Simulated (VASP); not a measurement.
Set up this calculation in VASP 6.6.1, as the native input.

| Quantity | Value |
| --- | --- |
| Task | relaxation of cell and atoms |
| Functional | PBE |
| Potentials or basis | VASP PAW PBE potentials, release 64 (Er_3, Al, F), 4f in core |
| Cutoff | 600 eV |
| k mesh | 6 × 6 × 4 |
| Occupations | gaussian, width 0.1 eV |
| Spin | no spin polarisation |
| Dipole correction | no |
| Further INCAR settings | ALGO = Normal; EDIFF = 1e-07; IBRION = 2; EDIFFG = -0.04; NSW = 90; ISIF = 3 |

The structure of ErAlF2 lies in POSCAR:

```
ErAlF2
1.0
    3.6993878600      0.0000000000      0.0000000000
    0.0000000000      3.6993878600      0.0000000000
    0.0000000000      0.0000000000      5.5865363200
Er Al F
1 1 2
Direct
    0.0000000000      0.0000000000      0.0000000000
    0.5000000000      0.5000000000      0.5000000000
    0.0000000000      0.0000000000      0.3817508600
    0.0000000000      0.0000000000      0.6182491400
```

The cell was generated, and may not be a known phase.

The input as run:

INCAR

```
PREC = Accurate
ENCUT = 600
EDIFF = 1E-7
ISMEAR = 0
SIGMA = 0.1
LREAL = False
LASPH = True
NELM = 200
ALGO = Normal
ISIF = 3
LWAVE = False
LCHARG = False
GGA = PE
IBRION = 2
NSW = 90
EDIFFG = -0.04
GGA_COMPAT = False
NELMIN = 4
LMAXMIX = 6
```

KPOINTS

```
Automatic mesh
0
Gamma
  6 6 4
```

Potentials or basis: VASP PAW PBE potentials, release 64 (Er_3, Al, F), 4f in core.

The run is started by

```bash
$ cat potpaw_PBE.64/Er_3/POTCAR potpaw_PBE.64/Al/POTCAR potpaw_PBE.64/F/POTCAR > POTCAR
$ mpirun -np 1 vasp_std > vasp.out
```

It gave:

```yaml
Relaxed_volume: 21.27 Å³/atom
Relaxed_cell: a = 3.511 Å, b = 3.511 Å, c = 6.900 Å, α = 90.00°, β = 90.00°, γ = 90.00°
Space_group_after_relaxing_to_0.1_Å: P4/mmm (No. 123)
Pressure_after_relaxing: 0.0 GPa
Largest_force_after_relaxing: 0.033 eV/Å
Band_gap_on_the_k_mesh: zero (bands 13 and 14 overlap by 0.02 eV)
```

Caveat: a cell axis changed by over 15 % at a fixed basis, so the end point is rough; spin-orbit coupling is left out, which moves the levels of the heavy elements; the 4f electrons are frozen in the core, so they carry no moment and show no levels; the run has no spin polarisation, though such a crystal can be magnetic.

Run time: 7.1 min on 1 thread of Intel(R) Xeon(R) 6975P-C (Granite Rapids) (shared host), peak memory 0.23 GiB.
